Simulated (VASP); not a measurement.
Runs of VASP 6.6.1 on In. The structure is that of space group R-3m (No. 166), or close to it. The cells are those of the table. 

```csv
level,potentials or basis,cell,k mesh,gap on the mesh (eV),pressure (GPa),largest force (eV/Å)
PBEsol,"VASP PAW PBE potentials, release 64 (In_d)","a = 8.317 Å, angles 22.8°, 3 atoms",9 × 9 × 9,none,(c),0.01
PBEsol,"VASP PAW PBE potentials, release 64 (In_d)","a = 8.542 Å, angles 22.8°, 3 atoms",9 × 9 × 9,none,-2.5,0.04
PBE,"VASP PAW PBE potentials, release 64 (In_d)","a = 8.374 Å, angles 22.8°, 3 atoms",9 × 9 × 9,none,(a),0.01
LDA,"VASP PAW LDA potentials, release 64 (In_d)","a = 8.431 Å, angles 22.8°, 3 atoms",9 × 9 × 9,none,-2.7,(b)
PBEsol,"VASP PAW PBE potentials, release 64 (In_d)","a = 8.431 Å, angles 22.8°, 3 atoms",7 × 7 × 7,none,-1.4,0.01
LDA,"VASP PAW LDA potentials, release 64 (In_d)","a = 8.431 Å, angles 22.8°, 3 atoms",5 × 5 × 5,none,-2.7,(d)
r2SCAN,"VASP PAW PBE potentials, release 64 (In_d)","a = 8.431 Å, angles 22.8°, 3 atoms",5 × 5 × 5,none,0.0,0.10
PBEsol,"VASP PAW PBE potentials, release 64 (In_d)","a = 8.374 Å, angles 22.8°, 3 atoms",9 × 9 × 9,none,-1.2,0.02
```

Alike in all rows: task single point; no spin polarisation; cutoff (eV) 520; smearing fermi-dirac 0.05 eV.

Q: Estimate the missing entries.

A: (a) 2.6; (b) 0.03; (c) 0.5; (d) 0.06.

Caveats: some runs use coarse meshes; spin-orbit coupling is left out, which moves the levels of the heavy elements; the PAW data sets were made with another functional, which shifts forces and pressure a little (some runs).

A k mesh can miss the band edges, and the runs leave out spin-orbit coupling on In.

A gap of «none» marks levels without a gap at the run's occupations.
